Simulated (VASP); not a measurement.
# LiCl (I4/mmm) in VASP: further runs

Runs on LiCl. Level: PBE. Tasks: single point.

Everything below comes from runs of VASP 6.6.1. Logs are shortened: lines on timing, memory, paths and dates and some standing lists are left out, and cuts for length are marked.

## 1. The cell of the first run

Symmetry: I4/mmm, No. 139, tetragonal system. Conventional cell: a = 3.337 Å, b = 3.337 Å, c = 5.130 Å, α = 90.00°, β = 90.00°, γ = 90.00°. Li (site symmetry 4/mmm) has 6 Cl at 2.36 to 2.56 Å within 3.1 Å. Within 3.1 Å of Cl (site symmetry 4/mmm) lie 6 Li at 2.36 to 2.56 Å.

## 2. Single point, PBE (strain -0.080 along x and y, +0.000 along z)

INCAR

```
  PREC = Accurate
  ENCUT = 520
  EDIFF = 1E-6
  ISMEAR = 0
  SIGMA = 0.05
  LREAL = False
  LASPH = True
  NELM = 100
  ALGO = Normal
  ISIF = 2
  LWAVE = False
  LCHARG = False
  GGA = PE
  NBANDS = 12
```

KPOINTS

```
Automatic mesh
0
Gamma
  8 8 8
```

POSCAR

```
LiCl
1.0
    0.0000000000      2.3595792000      2.5647600000
    2.3595792000      0.0000000000      2.5647600000
    2.3595792000      2.3595792000      0.0000000000
Li Cl
1 1
Direct
    0.0000000000      0.0000000000      0.0000000000
    0.5000000000      0.5000000000      0.5000000000
```

Potentials or basis: VASP PAW PBE potentials, release 64 (Li_sv, Cl).

Run with:

```sh
$ cat potpaw_PBE.64/Li_sv/POTCAR potpaw_PBE.64/Cl/POTCAR > POTCAR
$ mpirun -np 1 vasp_std > vasp.out
```

OUTCAR:

```text
PREC = Accurate
   ENCUT = 520
   EDIFF = 1E-6
   ISMEAR = 0
   LREAL = False
   LASPH = True
   NELM = 100
   ISIF = 2
   GGA = PE

 ion  position               nearest neighbor table
   1  0.000  0.000  0.000-   2 2.36   2 2.36   2 2.36   2 2.36   2 2.56   2 2.56
   2  0.500  0.500  0.500-   1 2.36   1 2.36   1 2.36   1 2.36   1 2.56   1 2.56

  LATTYP: Found a body centered tetragonal cell.
 ALAT       =     3.3369489061
 C/A-ratio  =     1.5371886548

  Lattice vectors:

 A1 = (  -2.3595792000,   0.0000000000,   2.5647600000)
 A2 = (   2.3595792000,   0.0000000000,   2.5647600000)
 A3 = (   0.0000000000,   2.3595792000,  -2.5647600000)

Analysis of symmetry for initial positions (statically):
=====================================================================
 Subroutine PRICEL returns:
 Original cell was already a primitive cell.

 Routine SETGRP: Setting up the symmetry group for a
 body centered tetragonal supercell.

 Subroutine GETGRP returns: Found 16 space group operations
 (whereof 16 operations were pure point group operations)
 out of a pool of 16 trial point group operations.

The static configuration has the point symmetry D_4h.

Analysis of symmetry for dynamics (positions and initial velocities):
=====================================================================
 Subroutine PRICEL returns:
 Original cell was already a primitive cell.

 Routine SETGRP: Setting up the symmetry group for a
 body centered tetragonal supercell.

 Subroutine GETGRP returns: Found 16 space group operations
 (whereof 16 operations were pure point group operations)
 out of a pool of 16 trial point group operations.

The dynamic configuration has the point symmetry D_4h.

 Subroutine INISYM returns: Found 16 space group operations
 (whereof 16 operations are pure point group operations),
 and found     1 'primitive' translations

----------------------------------------------------------------------------------------

                                     Primitive cell

  volume of cell :      28.5592

  direct lattice vectors                    reciprocal lattice vectors
     0.000000000  2.359579200  2.564760000    -0.211902190  0.211902190  0.194950015
     2.359579200  0.000000000  2.564760000     0.211902190 -0.211902190  0.194950015
     2.359579200  2.359579200  0.000000000     0.211902190  0.211902190 -0.194950015

  length of vectors
     3.485054929  3.485054929  3.336948906     0.357506062  0.357506062  0.357506062

  position of ions in fractional coordinates (direct lattice)
     0.000000000  0.000000000  0.000000000
     0.500000000  0.500000000  0.500000000

  ion indices of the primitive-cell ions
   primitive index   ion index
                 1           1
                 2           2

----------------------------------------------------------------------------------------

 KPOINTS: Automatic mesh

Automatic generation of k-mesh.
 Grid dimensions read from file:
 generate k-points for:    8    8    8

 Generating k-lattice:

  Cartesian coordinates                     Fractional coordinates (reciprocal lattice)
    -0.026487774  0.026487774  0.024368752     0.125000000  0.000000000  0.000000000
     0.026487774 -0.026487774  0.024368752     0.000000000  0.125000000  0.000000000
     0.026487774  0.026487774 -0.024368752    -0.000000000 -0.000000000  0.125000000

  Length of vectors
     0.044688258  0.044688258  0.044688258

  Shift w.r.t. Gamma in fractional coordinates (k-lattice)
     0.000000000  0.000000000  0.000000000

 Subroutine IBZKPT returns following result:
 ===========================================

 Found     59 irreducible k-points:

 Following reciprocal coordinates:
            Coordinates               Weight
  0.000000  0.000000  0.000000      1.000000
  0.125000  0.000000  0.000000      8.000000
  0.250000  0.000000  0.000000      8.000000
  0.375000  0.000000  0.000000      8.000000
  0.500000  0.000000  0.000000      4.000000
  0.125000  0.125000  0.000000      2.000000
[... 16 lines left out ...]
  0.250000  0.000000  0.125000     16.000000
  0.375000  0.000000  0.125000     16.000000
 [... further k-points ...]
   k-points           NKPTS =     59   k-points in BZ     NKDIM =     59   number of bands    NBANDS=     12
   number of dos      NEDOS =    301   number of ions     NIONS =      2
   total plane-waves  NPLWV =  21952
   dimension x,y,z NGX =    28 NGY =   28 NGZ =   28
   dimension x,y,z NGXF=    56 NGYF=   56 NGZF=   56
   ions per type =               1   1
   NGX,Y,Z   is equivalent  to a cutoff of  13.36, 13.36, 13.95 a.u.
   NGXF,Y,Z  is equivalent  to a cutoff of  26.71, 26.71, 27.90 a.u.
 SYSTEM =  unknown system
   PREC   = accura    normal or accurate (medium, high low for compatibility)
   ISTART =      0    job   : 0-new  1-cont  2-samecut
   ICHARG =      2    charge: 1-file 2-atom 10-const
   ISPIN  =      1    spin polarized calculation?
   LNONCOLLINEAR =      F non collinear calculations
   LSORBIT =      F    spin-orbit coupling
   LASPH  =      T    aspherical Exc in radial PAW
   ENCUT  =  520.0 eV  38.22 Ry    6.18 a.u.   6.48  6.48  6.20*2*pi/ulx,y,z
   NELM   =    100;   NELMIN=  2; NELMDL= -5     # of ELM steps
   EDIFF  = 0.1E-05   stopping-criterion for ELM
   LREAL  =      F    real-space projection
   EDIFFG = 0.1E-04   stopping-criterion for IOM
   NSW    =      0    number of steps for IOM
   IBRION =     -1    ionic relax: 0-MD 1-quasi-New 2-CG
   NFREE  =      0    steps in history (QN), initial steepest desc. (CG)
   ISIF   =      2    stress and relaxation
   ISYM   =      2    0-nonsym 1-usesym 2-fastsym
   POTIM  = 0.5000    time-step for ionic-motion
   TEBEG  =    0.0;   TEEND  =   0.0 temperature during run
   PSTRESS=    0.0 pullay stress
   NELECT =      10.0000    total number of electrons
   NUPDOWN=      -1.0000    fix difference up-down
   EMIN   =  10.00;   EMAX   =-10.00  energy-range for DOS
   EFERMI =   0.00;   METHOD = LEGACY
   ISMEAR =     0;   SIGMA  =   0.05  broadening in eV -4-tet -1-fermi 0-gaus
   EFERMI_NEDOS =   21; number of points for ismear=-14 and -15
   IALGO  =     38    algorithm
   IMIX   =      4    mixing-type and parameters
     AMIX     =   0.40;   BMIX     =  1.00
     AMIX_MAG =   1.60;   BMIX_MAG =  1.00
  volume/ion in A,a.u.               =      14.28        96.36
  Fermi-wavevector in a.u.,A,eV,Ry     =   1.153877  2.180512 18.115237  1.331432
  Thomas-Fermi vector in A             =   2.290518
   LORBIT       =      0    0 simple, 1 ext, 2 COOP (PROOUT), +10 PAW based schemes
   GGA     = PE    functional components
   LHFCALC =     F    Hartree Fock is set to
   AEXX    =    0.0000 exact exchange contribution
   IVDW    =     0    specifies the selected vdW correction
   LEPSILON=     F    determine dielectric tensor
   LRPA    =     F    only Hartree local field effects (RPA)
 non-spin polarized calculation
 Gauss-broadening in eV      SIGMA  =   0.05
  energy-cutoff  :      520.00
  volume of cell :       28.56
 maximum number of plane-waves:       783
 NGX is ok and might be reduce to    28
   NGX = 13   NGY = 13   NGZ = 13

 number of electron      10.0000004 magnetization

 Free energy of the ion-electron system (eV)
  ---------------------------------------------------
  ext. energy  EPLUGINS =         0.00000000
  ---------------------------------------------------
  free energy    TOTEN  =        -7.22935068 eV

  energy without entropy =       -7.22935068  energy(sigma->0) =       -7.22935068

 E-fermi :   2.3048     XC(G=0):  -9.4608

 val. band max:        2.0744537690   @ k =   0.0000   0.0000   0.0000
 cond. band min:       8.8184464952   @ k =   0.5000   0.0000   0.0000
 fundamental gap:      6.7439927263
 Fermi energy:         2.3048463481

 k-point     1 :       0.0000    0.0000    0.0000
  band No.  band energies     occupation
      1     -41.3248      2.00000
      2     -12.1099      2.00000
      3       1.8834      2.00000
      4       1.8834      2.00000
      5       2.0745      2.00000
      6       9.3605      0.00000
      7      13.4970      0.00000
      8      14.3240      0.00000
      9      14.3240      0.00000
     10      16.3117      0.00000
     11      16.3296      0.00000
     12      17.7520      0.00000

 k-point     2 :       0.1250    0.0000    0.0000
  band No.  band energies     occupation
      1     -41.3239      2.00000
      2     -12.0053      2.00000
      3       1.2801      2.00000
      4       1.8645      2.00000
      5       1.9368      2.00000
      6       9.8014      0.00000
      7      13.2828      0.00000
      8      13.5889      0.00000
      9      14.4577      0.00000
     10      15.2212      0.00000
     11      15.8375      0.00000
     12      17.8232      0.00000

 k-point     3 :       0.2500    0.0000    0.0000
  band No.  band energies     occupation
      1     -41.3215      2.00000
      2     -11.7339      2.00000
      3      -0.0243      2.00000
      4       1.7247      2.00000
      5       1.8245      2.00000
      6       9.7568      0.00000
      7      12.4181      0.00000
      8      13.3414      0.00000
      9      13.7669      0.00000
     10      16.3456      0.00000
     11      16.3653      0.00000
     12      18.6704      0.00000
[... 286 lines left out ...]
 k-point    23 :       0.2500    0.0000    0.1250
  band No.  band energies     occupation
      1     -41.3214      2.00000
      2     -11.7354      2.00000
      3       0.3138      2.00000
      4       1.4339      2.00000
      5       1.6570      2.00000
      6      10.6059      0.00000
      7      12.3818      0.00000
      8      12.7198      0.00000
      9      13.7244      0.00000
     10      15.1192      0.00000
     11      17.3461      0.00000
     12      19.3037      0.00000

 k-point    24 :       0.3750    0.0000    0.1250
  band No.  band energies     occupation
      1     -41.3191      2.00000
      2     -11.4299      2.00000
      3      -0.8360      2.00000
      4       1.3301      2.00000
      5       1.4085      2.00000
      6       9.9465      0.00000
      7      11.8113      0.00000
      8      12.7411      0.00000
      9      13.7984      0.00000
     10      17.0098      0.00000
     11      19.1386      0.00000
     12      20.3574      0.00000

 [... further k-points ...]

------------------------ aborting loop because EDIFF is reached ----------------------------------------

  FORCE on cell =-STRESS in cart. coord.  units (eV):
  Direction    XX          YY          ZZ          XY          YZ          ZX
  --------------------------------------------------------------------------------------
  -------------------------------------------------------------------------------------
  Total        1.9775069      1.9775069      0.8132593      0.0000000      0.0000000      0.0000000
  in kB      110.9386180    110.9386180     45.6240412      0.0000000      0.0000000      0.0000000
  external PRESSURE =      89.1670924 kB  Pullay stress =       0.0000000 kB

 VOLUME and BASIS-vectors are now :
 -----------------------------------------------------------------------------
  energy-cutoff  :      520.00
  volume of cell :       28.56
      direct lattice vectors                 reciprocal lattice vectors
     0.000000000  2.359579200  2.564760000    -0.211902190  0.211902190  0.194950015
     2.359579200  0.000000000  2.564760000     0.211902190 -0.211902190  0.194950015
     2.359579200  2.359579200  0.000000000     0.211902190  0.211902190 -0.194950015

 POSITION                                       TOTAL-FORCE (eV/Angst)
 -----------------------------------------------------------------------------------
      0.00000      0.00000      0.00000        -0.000000     -0.000000      0.000000
      2.35958      2.35958      2.56476         0.000000      0.000000      0.000000
 -----------------------------------------------------------------------------------
    total drift:                                0.000000      0.000000      0.000000

  FREE ENERGIE OF THE ION-ELECTRON SYSTEM (eV)
  ---------------------------------------------------
  free  energy   TOTEN  =        -7.2293506791 eV

  energy  without entropy=       -7.2293506791  energy(sigma->0) =       -7.22935068
```

Wall time 19 s (1 thread of Intel Xeon Platinum 8375C at 2.90GHz (Ice Lake), shared host); peak memory 0.15 GiB.

Results:

* Free energy: -7.2294 eV
* Band gap on the k mesh: 6.74 eV (least direct gap 7.04 eV)

Caveat: the cell differs from its parent crystal (strain -0.080 along x and y, +0.000 along z); the cutoff is under 1.25 times the usual one of these potentials, so pressure, stress and relaxed cells hold a basis-set (Pulay) error. A k mesh can miss the band edges.

[end of part 1 of 2]
